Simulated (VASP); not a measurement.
Write the native input for VASP 6.6.1 that does the following.

| Property | Result |
| --- | --- |
| Task | single point |
| Functional | PBE |
| Potentials or basis | VASP PAW PBE potentials, release 64 (Cd, Se) |
| Cutoff | 500 eV |
| k mesh | 9 × 9 × 4 |
| Occupations | gaussian, width 0.02 eV |
| Spin | no spin polarisation |
| Dipole correction | no |
| Further INCAR settings | ALGO = Normal; EDIFF = 1e-06; NBANDS = 26 |

The structure of CdSe (r.bp) lies in POSCAR:

```
CdSe
1.0
    4.3165995905      0.0000000000      0.0000000000
   -2.1582997953      3.7382849033      0.0000000000
    0.0000000000      0.0000000000      7.0429972037
Cd Se
2 2
Direct
    0.3333333333      0.6666666667      0.0006060404
    0.6666666667      0.3333333333      0.5006060404
    0.3333333333      0.6666666667      0.3763939596
    0.6666666667      0.3333333333      0.8763939596
```

One way to write it, as run:

INCAR

```
SYSTEM = CdSe
ALGO = Normal
EDIFF = 1E-6
ENCUT = 500
GGA = PE
GGA_COMPAT = .False.
ISIF = 2
ISMEAR = 0
LASPH = .True.
LCHARG = .True.
LELF = .True.
LREAL = .False.
LVHAR = .True.
LWAVE = .False.
NBANDS = 26
NELM = 120
PREC = Accurate
SIGMA = 0.02
```

KPOINTS

```
k-points
0
Gamma
  9 9 4
  0 0 0
```

Potentials or basis: VASP PAW PBE potentials, release 64 (Cd, Se).

Run with:

```sh
$ cat potpaw_PBE.64/Cd/POTCAR potpaw_PBE.64/Se/POTCAR > POTCAR
$ mpirun -np 1 vasp_std > vasp.out
```

Results of the run:

```
Pressure               : 2.6 GPa
Largest force          : 0.003 eV/Å
Band gap on the k mesh : 0.64 eV, direct
```

Run time: 90 s on 1 thread of Intel(R) Xeon(R) Platinum 8375C CPU @ 2.90GHz (Ice Lake), on a shared host, peak memory 0.27 GiB.
